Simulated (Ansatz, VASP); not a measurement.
**One calculation of Be, two programs**

```xyz
1
Lattice="2.1565 0.0000 0.0000 0.0000 2.1565 0.0000 0.0000 0.0000 2.1565" Properties=species:S:1:pos:R:3 pbc="T T T"
Be    0.0000    0.0000    0.0000
```

Alike in both runs: functional PBEsol; k mesh 8 × 8 × 8; occupations gaussian, width 0.1 eV; no spin polarisation.

Ansatz relaxed the structure, and its values are those at the end. VASP's run is a single point on that final structure, the one shown.

```csv
,VASP,Ansatz
version,VASP 6.6.1,Ansatz 0.2.0
potentials or method,"VASP PAW PBE potentials, release 64 (Be), cutoff 520 eV","scalar-relativistic, plane waves, PAW"
valence electrons in the cell,2,2
```

|  | VASP | Ansatz | Ansatz less VASP |
| --- | --- | --- | --- |
| gap on the k mesh at the Fermi level (eV) | none | none | - |
| pressure (GPa) | 0.3 | 0.1 | -0.22 |

VASP's potentials were made for PBE, not for PBEsol. A gap of «none» marks a metal or a gap that the smearing closes.

The k mesh is coarse, so the values compare programs but aren't converged.
